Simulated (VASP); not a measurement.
# Be in VASP: single point with LDA

Aim: the single point of Be with LDA.

Everything below comes from runs of VASP 6.6.1. Logs are shortened: lines on timing, memory, paths and dates and some standing lists are left out, and cuts for length are marked.

### Step 1. The cell of the first run

The cell holds a slab with vacuum, 8 atoms: a = 2.281 Å, b = 3.747 Å, c = 17.975 Å, α = 90.00°, β = 90.00°, γ = 90.00°.

### Step 2. Single point, LDA

The input, INCAR:

```
SYSTEM = Be
ALGO = Normal
DIPOL = 0.5 0.5 0.500
EDIFF = 1E-6
ENCUT = 520
GGA_COMPAT = .FALSE.
IDIPOL = 3
ISIF = 2
ISMEAR = 1
LASPH = .TRUE.
LCHARG = .FALSE.
LDIPOL = .TRUE.
LREAL = .FALSE.
LWAVE = .FALSE.
NBANDS = 18
NELM = 120
NELMDL = -8
PREC = Accurate
SIGMA = 0.1
```

The input, KPOINTS:

```
k-points
0
G
  7 5 1
  0 0 0
```

The input, POSCAR:

```
Be
1.0
    2.2812800000      0.0000000000      0.0000000000
    0.0000000000      3.7468140000      0.0000000000
    0.0000000000      0.0000000000     17.9754789162
Be
8
Direct
    0.0000000000      0.2974080000      0.3535515213
    0.0000000000      0.7025920000      0.4380081909
    0.5000000000      0.2025920000      0.4577716652
    0.5000000000      0.7974080000      0.3337880469
    0.0000000000      0.2974080000      0.5619918091
    0.0000000000      0.7025920000      0.6464484787
    0.5000000000      0.2025920000      0.6662119531
    0.5000000000      0.7974080000      0.5422283348
```

Potentials or basis: VASP PAW LDA potentials, release 64 (Be).

Command:

```bash
$ cat potpaw_LDA.64/Be/POTCAR > POTCAR
$ mpirun -np 1 vasp_std > vasp.out
```

OUTCAR:

```text
SYSTEM = Be
   EDIFF = 1E-6
   ENCUT = 520
   ISIF = 2
   ISMEAR = 1
   LASPH = .TRUE.
   LREAL = .FALSE.
   NELM = 120
   NELMDL = -8
   PREC = Accurate

 ion  position               nearest neighbor table
   1  0.000  0.297  0.354-   2 2.15   3 2.22   3 2.22   4 2.22   4 2.22   4 2.22   4 2.22
   2  0.000  0.703  0.438-   1 2.15   8 2.22   8 2.22   3 2.22   3 2.22   3 2.22   3 2.22   4 2.22
                             4 2.22
   3  0.500  0.203  0.458-   8 2.15   5 2.22   1 2.22   1 2.22   5 2.22   2 2.22   2 2.22   2 2.22
                             2 2.22
   4  0.500  0.797  0.334-   1 2.22   1 2.22   1 2.22   1 2.22   2 2.22   2 2.22
   5  0.000  0.297  0.562-   6 2.15   3 2.22   3 2.22   8 2.22   8 2.22   8 2.22   8 2.22   7 2.22
                             7 2.22
   6  0.000  0.703  0.646-   5 2.15   8 2.22   8 2.22   7 2.22   7 2.22   7 2.22   7 2.22
   7  0.500  0.203  0.666-   6 2.22   6 2.22   6 2.22   6 2.22   5 2.22   5 2.22
   8  0.500  0.797  0.542-   3 2.15   2 2.22   6 2.22   2 2.22   6 2.22   5 2.22   5 2.22   5 2.22
                             5 2.22

  LATTYP: Found a simple orthorhombic cell.
 ALAT       =     2.2812800000
 B/A-ratio  =     1.6424174148
 C/A-ratio  =     7.8795583691

  Lattice vectors:

 A1 = (   2.2812800000,   0.0000000000,   0.0000000000)
 A2 = (   0.0000000000,   3.7468140000,   0.0000000000)
 A3 = (   0.0000000000,   0.0000000000,  17.9754789162)

Analysis of symmetry for initial positions (statically):
=====================================================================
 Subroutine PRICEL returns:
 Original cell was already a primitive cell.

 Routine SETGRP: Setting up the symmetry group for a
 simple orthorhombic supercell.

 Subroutine GETGRP returns: Found  4 space group operations
 (whereof  4 operations were pure point group operations)
 out of a pool of  8 trial point group operations.

The static configuration has the point symmetry C_2h.

Analysis of symmetry for dynamics (positions and initial velocities):
=====================================================================
 Subroutine PRICEL returns:
 Original cell was already a primitive cell.

 Routine SETGRP: Setting up the symmetry group for a
 simple orthorhombic supercell.

 Subroutine GETGRP returns: Found  4 space group operations
 (whereof  4 operations were pure point group operations)
 out of a pool of  8 trial point group operations.

The dynamic configuration has the point symmetry C_2h.

 Subroutine INISYM returns: Found  4 space group operations
[... 109 lines left out ...]
   EMIN   =  10.00;   EMAX   =-10.00  energy-range for DOS
   EFERMI =   0.00;   METHOD = LEGACY
   ISMEAR =     1;   SIGMA  =   0.10  broadening in eV -4-tet -1-fermi 0-gaus
   EFERMI_NEDOS =   21; number of points for ismear=-14 and -15
   IALGO  =     38    algorithm
   IMIX   =      4    mixing-type and parameters
     AMIX     =   0.40;   BMIX     =  1.00
     AMIX_MAG =   1.60;   BMIX_MAG =  1.00
  volume/ion in A,a.u.               =      19.21       129.61
  Fermi-wavevector in a.u.,A,eV,Ry     =   0.770208  1.455481  8.071243  0.593220
  Thomas-Fermi vector in A             =   1.871362
   LORBIT       =      0    0 simple, 1 ext, 2 COOP (PROOUT), +10 PAW based schemes
   GGA     = CA    functional components
   LHFCALC =     F    Hartree Fock is set to
   AEXX    =    0.0000 exact exchange contribution
   IVDW    =     0    specifies the selected vdW correction
   LEPSILON=     F    determine dielectric tensor
   LRPA    =     F    only Hartree local field effects (RPA)
 non-spin polarized calculation
 Methfessel and Paxton  Order N= 1 SIGMA  =   0.10
  energy-cutoff  :      520.00
  volume of cell :      153.65
 maximum number of plane-waves:      4166
 NGX is ok and might be reduce to    18
   NGX =  9   NGY = 13   NGZ = 67

 number of electron      16.0000000 magnetization

 dipolmoment           0.000000      0.000000     -0.000000 electrons x Angstroem

 Free energy of the ion-electron system (eV)
  ---------------------------------------------------
  ext. energy  EPLUGINS =         0.00000000
  ---------------------------------------------------
  free energy    TOTEN  =       -31.18848816 eV

  energy without entropy =      -31.18143356  energy(sigma->0) =      -31.18613663

 E-fermi :  -0.4146     XC(G=0):  -5.5259

 val. band max:       -0.4185193901   @ k =   0.1429   0.4000   0.0000
 cond. band min:      -0.3958166307   @ k =   0.2857   0.2000   0.0000
 fundamental gap:      0.0227027594
 Fermi energy:        -0.4145553551

 k-point     1 :       0.0000    0.0000    0.0000
  band No.  band energies     occupation
      1     -10.5987      2.00000
      2      -9.2277      2.00000
      3      -7.2607      2.00000
      4      -4.2330      2.00000
      5      -4.0773      2.00000
      6      -2.8615      2.00000
[... 229 lines left out ...]
      5      -2.7341      2.00000
      6      -2.3413      2.00000
[... 10 lines left out ...]
     17       5.6077      0.00000
     18       7.0521      0.00000

------------------------ aborting loop because EDIFF is reached ----------------------------------------

 vacuum level on the upper side and lower side of the slab       (xc-potential included)        -0.163        -0.163

  FORCE on cell =-STRESS in cart. coord.  units (eV):
  Direction    XX          YY          ZZ          XY          YZ          ZX
  --------------------------------------------------------------------------------------
  -------------------------------------------------------------------------------------
  Total       -4.7858588     -4.7874089     -0.4724401      0.0000000      0.2418069      0.0000000
  in kB      -49.9055984    -49.9217627     -4.9264729      0.0000000      2.5214944      0.0000000
  external PRESSURE =     -34.9179447 kB  Pullay stress =       0.0000000 kB

 VOLUME and BASIS-vectors are now :
 -----------------------------------------------------------------------------
  energy-cutoff  :      520.00
  volume of cell :      153.65
      direct lattice vectors                 reciprocal lattice vectors
     2.281280000  0.000000000  0.000000000     0.438350400  0.000000000  0.000000000
     0.000000000  3.746814000  0.000000000     0.000000000  0.266893419  0.000000000
     0.000000000  0.000000000 17.975478916     0.000000000  0.000000000  0.055631341

 POSITION                                       TOTAL-FORCE (eV/Angst)
 -----------------------------------------------------------------------------------
      0.00000      1.11433      6.35526        -0.000000     -0.283262     -0.221837
      0.00000      2.63248      7.87341         0.000000      0.034336      0.262452
      1.14064      0.75907      8.22866         0.000000      0.087789     -0.326907
      1.14064      2.98774      6.00000        -0.000000      0.174007      0.259276
      0.00000      1.11433     10.10207         0.000000     -0.034336     -0.262452
      0.00000      2.63248     11.62022         0.000000      0.283262      0.221837
      1.14064      0.75907     11.97548         0.000000     -0.174007     -0.259276
      1.14064      2.98774      9.74681        -0.000000     -0.087789      0.326907
 -----------------------------------------------------------------------------------
    total drift:                               -0.000000     -0.000000     -0.000000

  FREE ENERGIE OF THE ION-ELECTRON SYSTEM (eV)
  ---------------------------------------------------
  free  energy   TOTEN  =       -31.1884881613 eV

  energy  without entropy=      -31.1814335555  energy(sigma->0) =      -31.18613663

 vacuum level on the upper side and lower side of the slab         4.615         4.615
```

OSZICAR:

```text
N       E                     dE             d eps       ncg     rms          rms(c)
DAV:   1     0.293655967309E+02    0.29366E+02   -0.53028E+03   432   0.666E+02
DAV:   2    -0.301511523821E+02   -0.59517E+02   -0.54778E+02   592   0.124E+02
DAV:   3    -0.329400807826E+02   -0.27889E+01   -0.27342E+01   552   0.247E+01
[... 15 lines left out ...]
DAV:  19    -0.311883769187E+02   -0.28338E-03   -0.32171E-05   508   0.155E-02    0.294E-03
DAV:  20    -0.311884689936E+02   -0.92075E-04   -0.91706E-06   482   0.773E-03    0.992E-04
DAV:  21    -0.311884863387E+02   -0.17345E-04   -0.13790E-06   498   0.320E-03    0.312E-04
DAV:  22    -0.311884878201E+02   -0.14814E-05   -0.84222E-08   410   0.977E-04    0.123E-04
DAV:  23    -0.311884881613E+02   -0.34126E-06   -0.21210E-08   360   0.468E-04
   1 F= -.31188488E+02 E0= -.31186137E+02  d E =-.705461E-02
```

Wall time 30 s (1 thread of Intel Xeon 6975P-C (Granite Rapids), shared host); peak memory 0.19 GiB.

What came out:

| Quantity | Value |
| --- | --- |
| Free energy | -31.1885 eV |
| Largest force | 0.360 eV/Å |
| Band gap on the k mesh | zero (bands 8 and 9 overlap by 1.54 eV) |

Forces in eV/Å, atoms in the order of the input:
```
Be   0.000 -0.283 -0.222
Be   0.000  0.034  0.262
Be   0.000  0.088 -0.327
Be   0.000  0.174  0.259
Be   0.000 -0.034 -0.262
Be   0.000  0.283  0.222
Be   0.000 -0.174 -0.259
Be   0.000 -0.088  0.327
```

Caveat: the k points lie up to 0.39 Å⁻¹ apart, too coarse for converged energies and pressures of a metal.

The gap in the log of VASP goes by the Fermi energy; the results here count the filled bands.